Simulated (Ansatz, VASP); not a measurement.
# One calculation of Pb, two programs

INCAR

```
ALGO = Normal ; EDIFF = 1E-6
ENCUT = 520 ; ISIF = 2
ISMEAR = -1 ; LASPH = True
LCHARG = False ; LREAL = False
LWAVE = False ; NBANDS = 13
NELM = 100 ; PREC = Accurate
SIGMA = 0.05
```

Contents of KPOINTS:

```
k-points
0
Gamma
  9 9 9
```

The input POSCAR:

```
Pb
1.0
    0.0000000000      2.5075897876      2.5075897876
    2.5075897876      0.0000000000      2.5075897876
    2.5075897876      2.5075897876      0.0000000000
Pb
1
Direct
    0.0000000000      0.0000000000      0.0000000000
```

Contents of input.yaml:

```yaml
crystal:
  lattice:
    - [0.0, 2.5075897876, 2.5075897876]
    - [2.5075897876, 0.0, 2.5075897876]
    - [2.5075897876, 2.5075897876, 0.0]
  atoms:
    - { symbol: Pb, position: [0.0, 0.0, 0.0] }
hamiltonian:
  xc: lda
  pseudopotentials: { kind: paw, xc_functional: lda, accuracy: standard }
kpoints:
  mp_grid: { grid: [9, 9, 9] }
scf:
  occupations: { method: fermi_dirac, width: 0.05 }
output:
  forces: true
  stress: true
  eigenvalues: true
  write_density: true
  write_potential: true
  elf: true
  volumetric_format: npy
```

Alike in both runs: task single point; functional LDA; k mesh 9 × 9 × 9; occupations fermi-dirac, width 0.05 eV; no spin polarisation.

```csv
,VASP,Ansatz
version,VASP 6.6.1,Ansatz 0.2.0
potentials or method,"VASP PAW LDA potentials, release 64 (Pb_d)",JTH PAW LDA
plane-wave cutoff (eV),520,1800
valence electrons in the cell,14,14
```

```csv
,VASP,Ansatz,Ansatz less VASP
gap on the k mesh at the Fermi level (eV),none,none,-
pressure (GPa),-3.6,-3.6,-0.01
```

LDA's correlation is that of Perdew and Zunger in VASP and of Perdew and Wang (1992) in Ansatz. A gap of «none» marks a metal or a gap that the smearing closes.

Spin-orbit coupling is off throughout.
